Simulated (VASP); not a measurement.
# CsSe (P6_3/mmc) in VASP: notebook

The runs below take CsSe through single point, with PBE.

Everything below comes from runs of VASP 6.6.1. Logs are shortened: lines on timing, memory, paths and dates and some standing lists are left out, and cuts for length are marked.

**1. The cell of the first run**

It takes space group P6_3/mmc (No. 194, hexagonal). The conventional cell has a = 4.779 Å, b = 4.779 Å, c = 9.745 Å, α = 90.00°, β = 90.00°, γ = 120.00°. Within 4.9 Å of Cs (site symmetry -3m) lie 6 Se at 3.68 Å and 8 Cs at 4.78 to 4.87 Å. Within 4.8 Å of Se (site symmetry -6m2) lie 6 Cs at 3.68 Å and 6 Se at 4.78 Å.

The cell was generated, and may not be a known phase.

**2. Single point, PBE**

Input file INCAR:

```
PREC     = Accurate       # precision mode
ENCUT    = 520            # plane-wave cutoff, eV
EDIFF    = 1E-7           # SCF threshold, eV
ISMEAR   = 0              # smearing method
SIGMA    = 0.1            # smearing width, eV
LREAL    = False          # projectors in reciprocal space
LASPH    = True           # aspherical terms in the spheres
NELM     = 60             # most SCF steps
ALGO     = Fast           # electronic algorithm
ISIF     = 2              # what is computed and relaxed
LWAVE    = False          # write WAVECAR
LCHARG   = True           # write CHGCAR
GGA      = PE             # functional
LELF     = True           # ELF
LVHAR    = True         
NBANDS   = 23             # bands
```

Input file KPOINTS:

```
Automatic mesh
0
Gamma
  6 6 4
```

Input file POSCAR:

```
CsSe
1.0
    4.7785742077      0.0000000000      0.0000000000
   -2.3892871038      4.1383666578      0.0000000000
    0.0000000000      0.0000000000      9.7450606927
Cs Se
2 2
Direct
    0.0000000000      0.0000000000      0.4103217696
    0.0000000000      0.0000000000      0.9103217696
    0.6666666667      0.3333333333      0.1603260376
    0.3333333333      0.6666666667      0.6603260376
```

Potentials or basis: VASP PAW PBE potentials, release 64 (Cs_sv, Se).

Launch:

```bash
$ cat potpaw_PBE.64/Cs_sv/POTCAR potpaw_PBE.64/Se/POTCAR > POTCAR
$ mpirun -np 1 vasp_std > vasp.out
```

OUTCAR:

```text
PREC = Accurate
   ENCUT = 520
   EDIFF = 1E-7
   ISMEAR = 0
   LREAL = False
   LASPH = True
   NELM = 60
   ISIF = 2
   GGA = PE

 ion  position               nearest neighbor table
   1  0.000  0.000  0.410-
   2  0.000  0.000  0.910-
   3  0.667  0.333  0.160-
   4  0.333  0.667  0.660-

  LATTYP: Found a hexagonal cell.
 ALAT       =     4.7785742077
 C/A-ratio  =     2.0393239216

  Lattice vectors:

 A1 = (   4.7785742077,   0.0000000000,   0.0000000000)
 A2 = (  -2.3892871038,   4.1383666578,   0.0000000000)
 A3 = (   0.0000000000,   0.0000000000,   9.7450606927)

Analysis of symmetry for initial positions (statically):
=====================================================================
 Subroutine PRICEL returns:
 Original cell was already a primitive cell.

 Routine SETGRP: Setting up the symmetry group for a
 hexagonal supercell.

 Subroutine GETGRP returns: Found 24 space group operations
 (whereof  6 operations were pure point group operations)
 out of a pool of 24 trial point group operations.

The static configuration has the point symmetry C_3v.
 The point group associated with its full space group is D_6h.

Analysis of symmetry for dynamics (positions and initial velocities):
=====================================================================
 Subroutine PRICEL returns:
 Original cell was already a primitive cell.

 Routine SETGRP: Setting up the symmetry group for a
 hexagonal supercell.

 Subroutine GETGRP returns: Found 24 space group operations
 (whereof  6 operations were pure point group operations)
 out of a pool of 24 trial point group operations.

The dynamic configuration has the point symmetry C_3v.
 The point group associated with its full space group is D_6h.

 Subroutine INISYM returns: Found 24 space group operations
 (whereof  6 operations are pure point group operations),
 and found     1 'primitive' translations

----------------------------------------------------------------------------------------

                                     Primitive cell

  volume of cell :     192.7134

  direct lattice vectors                    reciprocal lattice vectors
[... 81 lines left out ...]
   ISPIN  =      1    spin polarized calculation?
   LNONCOLLINEAR =      F non collinear calculations
   LSORBIT =      F    spin-orbit coupling
   LASPH  =      T    aspherical Exc in radial PAW
   ENCUT  =  520.0 eV  38.22 Ry    6.18 a.u.   8.88  8.88 18.12*2*pi/ulx,y,z
   NELM   =     60;   NELMIN=  2; NELMDL= -5     # of ELM steps
   EDIFF  = 0.1E-06   stopping-criterion for ELM
   LREAL  =      F    real-space projection
   EDIFFG = 0.1E-05   stopping-criterion for IOM
   NSW    =      0    number of steps for IOM
   IBRION =     -1    ionic relax: 0-MD 1-quasi-New 2-CG
   NFREE  =      0    steps in history (QN), initial steepest desc. (CG)
   ISIF   =      2    stress and relaxation
   ISYM   =      2    0-nonsym 1-usesym 2-fastsym
   POTIM  = 0.5000    time-step for ionic-motion
   TEBEG  =    0.0;   TEEND  =   0.0 temperature during run
   PSTRESS=    0.0 pullay stress
   NELECT =      30.0000    total number of electrons
   NUPDOWN=      -1.0000    fix difference up-down
   EMIN   =  10.00;   EMAX   =-10.00  energy-range for DOS
   EFERMI =   0.00;   METHOD = LEGACY
   ISMEAR =     0;   SIGMA  =   0.10  broadening in eV -4-tet -1-fermi 0-gaus
   EFERMI_NEDOS =   21; number of points for ismear=-14 and -15
   IALGO  =     68    algorithm
   IMIX   =      4    mixing-type and parameters
     AMIX     =   0.40;   BMIX     =  1.00
     AMIX_MAG =   1.60;   BMIX_MAG =  1.00
  volume/ion in A,a.u.               =      48.18       325.12
  Fermi-wavevector in a.u.,A,eV,Ry     =   0.880666  1.664218 10.552309  0.775573
  Thomas-Fermi vector in A             =   2.001057
   LORBIT       =      0    0 simple, 1 ext, 2 COOP (PROOUT), +10 PAW based schemes
   GGA     = PE    functional components
   LHFCALC =     F    Hartree Fock is set to
   AEXX    =    0.0000 exact exchange contribution
   IVDW    =     0    specifies the selected vdW correction
   LEPSILON=     F    determine dielectric tensor
   LRPA    =     F    only Hartree local field effects (RPA)
 non-spin polarized calculation
 RMM-DIIS sequential band-by-band and
 Gauss-broadening in eV      SIGMA  =   0.10
  energy-cutoff  :      520.00
  volume of cell :      192.71
 maximum number of plane-waves:      5229
 NGX is ok and might be reduce to    36
   NGX = 17   NGY = 17   NGZ = 37

 number of electron      30.0000010 magnetization

 Free energy of the ion-electron system (eV)
  ---------------------------------------------------
  ext. energy  EPLUGINS =         0.00000000
  ---------------------------------------------------
  free energy    TOTEN  =       -10.42471975 eV

  energy without entropy =      -10.34027055  energy(sigma->0) =      -10.38249515

 E-fermi :  -0.5399     XC(G=0):  -7.2450

 val. band max:       -0.5473424306   @ k =   0.1667   0.1667   0.0000
 cond. band min:      -0.5346855529   @ k =   0.1667  -0.0000   0.5000
 fundamental gap:      0.0126568777
 Fermi energy:        -0.5399318942

 k-point     1 :       0.0000    0.0000    0.0000
  band No.  band energies     occupation
      1     -20.9389      2.00000
      2     -20.9250      2.00000
      3     -11.3067      2.00000
      4     -11.1625      2.00000
      5      -7.7125      2.00000
      6      -7.6546      2.00000
[... 535 lines left out ...]
     22       6.0056      0.00000
     23       6.3818      0.00000

------------------------ aborting loop because EDIFF is reached ----------------------------------------

  FORCE on cell =-STRESS in cart. coord.  units (eV):
  Direction    XX          YY          ZZ          XY          YZ          ZX
  --------------------------------------------------------------------------------------
  -------------------------------------------------------------------------------------
  Total        0.0052096      0.0052096      0.0402569      0.0000000      0.0000000     -0.0000000
  in kB        0.0433112      0.0433112      0.3346871      0.0000000      0.0000000     -0.0000000
  external PRESSURE =       0.1404365 kB  Pullay stress =       0.0000000 kB

 VOLUME and BASIS-vectors are now :
 -----------------------------------------------------------------------------
  energy-cutoff  :      520.00
  volume of cell :      192.71
      direct lattice vectors                 reciprocal lattice vectors
     4.778574208  0.000000000  0.000000000     0.209267442  0.120820614  0.000000000
    -2.389287104  4.138366658  0.000000000     0.000000000  0.241641228  0.000000000
     0.000000000  0.000000000  9.745060693     0.000000000  0.000000000  0.102616087

 POSITION                                       TOTAL-FORCE (eV/Angst)
 -----------------------------------------------------------------------------------
      0.00000      0.00000      3.99861         0.000000     -0.000000     -0.000000
      0.00000      0.00000      8.87114         0.000000     -0.000000     -0.000000
      2.38929      1.37946      1.56239        -0.000000      0.000000      0.000000
     -0.00000      2.75891      6.43492         0.000000     -0.000000     -0.000000
 -----------------------------------------------------------------------------------
    total drift:                               -0.000000     -0.000000     -0.032808

  FREE ENERGIE OF THE ION-ELECTRON SYSTEM (eV)
  ---------------------------------------------------
  free  energy   TOTEN  =       -10.4247197483 eV

  energy  without entropy=      -10.3402705530  energy(sigma->0) =      -10.38249515
```

OSZICAR:

```text
N       E                     dE             d eps       ncg     rms          rms(c)
DAV:   1     0.185922090647E+03    0.18592E+03   -0.11214E+04   966   0.104E+03
DAV:   2     0.685825048939E+01   -0.17906E+03   -0.17343E+03  1351   0.179E+02
DAV:   3    -0.105111463013E+02   -0.17369E+02   -0.17244E+02  1246   0.619E+01
[... 10 lines left out ...]
RMM:  14    -0.104247196705E+02    0.96487E-05   -0.53105E-05  1226   0.211E-02    0.255E-03
RMM:  15    -0.104247211241E+02   -0.14535E-05   -0.11292E-05  1179   0.108E-02    0.626E-03
RMM:  16    -0.104247199882E+02    0.11359E-05   -0.10849E-06  1074   0.412E-03    0.263E-03
RMM:  17    -0.104247201849E+02   -0.19670E-06   -0.56636E-06  1197   0.688E-03    0.313E-03
RMM:  18    -0.104247198184E+02    0.36652E-06   -0.44805E-07  1045   0.284E-03    0.209E-03
RMM:  19    -0.104247197483E+02    0.70053E-07   -0.21299E-07   970   0.141E-03
   1 F= -.10424720E+02 E0= -.10382495E+02  d E =-.844492E-01
```

stdout:

```text
POSCAR found type information on POSCAR CsSe
 POSCAR found :  2 types and       4 ions
 scaLAPACK will be used
 LDA part: xc-table for (Slater+PW92), standard interpolation
 POSCAR, INCAR and KPOINTS ok, starting setup
 FFT: planning ... GRIDC
 FFT: planning ... GRID_SOFT
 FFT: planning ... GRID
 WAVECAR not read
 entering main loop
```

It took 4.7 min on 1 thread of Oxide Virtual Turin-like, shared host; peak memory 0.28 GiB.

What came out:

- Free energy: -10.4247 eV
- Pressure: 0.0 GPa
- Band gap on the k mesh: zero (bands 15 and 16 overlap by 0.40 eV)

Caveat: spin-orbit coupling is left out, which moves the levels of the heavy elements.

**3. Single point, PBE**

Input file INCAR:

```
SYSTEM = CsSe
PREC     = Accurate       ! precision mode
ENCUT    = 520            ! plane-wave cutoff, eV
EDIFF    = 1E-6           ! SCF threshold, eV
ISMEAR   = 0              ! smearing method
SIGMA    = 0.1            ! smearing width, eV
LREAL    = .False.        ! projectors in reciprocal space
LASPH    = .True.         ! aspherical terms in the spheres
NELM     = 100            ! most SCF steps
ALGO     = Fast           ! electronic algorithm
ISIF     = 2              ! what is computed and relaxed
LWAVE    = .False.        ! write WAVECAR
LCHARG   = .False.        ! write CHGCAR
GGA      = PE             ! functional
NBANDS   = 23             ! bands
```

Input file KPOINTS:

```
regular mesh
0
Gamma
  12 12 6
  0 0 0
```

Input file POSCAR:

```
CsSe
1.0
    4.7785742077      0.0000000000      0.0000000000
   -2.3892871039      4.1383666578      0.0000000000
    0.0000000000      0.0000000000      9.7450606927
Cs Se
2 2
Direct
    0.0000000000      0.0000000000      0.0000000000
    0.0000000000      0.0000000000      0.5000000000
    0.6666666667      0.3333333333      0.7500000000
    0.3333333333      0.6666666667      0.2500000000
```

Potentials or basis: VASP PAW PBE potentials, release 64 (Cs_sv, Se).

Launch:

```bash
$ cat potpaw_PBE.64/Cs_sv/POTCAR potpaw_PBE.64/Se/POTCAR > POTCAR
$ mpirun -np 1 vasp_std > vasp.out
```

Run time: 12 min. Hardware: 1 thread of Oxide Virtual Turin-like, shared host; peak memory 0.45 GiB.

The run converged. Its results:

- Free energy: -10.4255 eV
- Pressure: 0.0 GPa
- Band gap on the k mesh: zero (bands 15 and 16 overlap by 0.42 eV)

Levels at points of the mesh, in eV from the Fermi level:
```
           k point  band 11  band 12  band 13  band 14  band 15  band 16  band 17  band 18  band 19  band 20
(0.00, 0.00, 0.00)    -0.87    -0.03    -0.03     0.04     0.24     0.24     3.39     4.53     5.67     5.78
(0.50, 0.00, 0.00)    -1.01    -0.56    -0.35    -0.23     0.04     0.10     4.21     4.73     5.70     6.29
(0.00, 0.00, 0.50)    -0.48    -0.48     0.10     0.10     0.10     0.10     4.43     4.43     5.15     5.15
(0.50, 0.00, 0.50)    -0.69    -0.69    -0.27    -0.27    -0.07    -0.07     4.58     4.58     5.90     5.90
```

Caveat: spin-orbit coupling is left out, which moves the levels of the heavy elements.
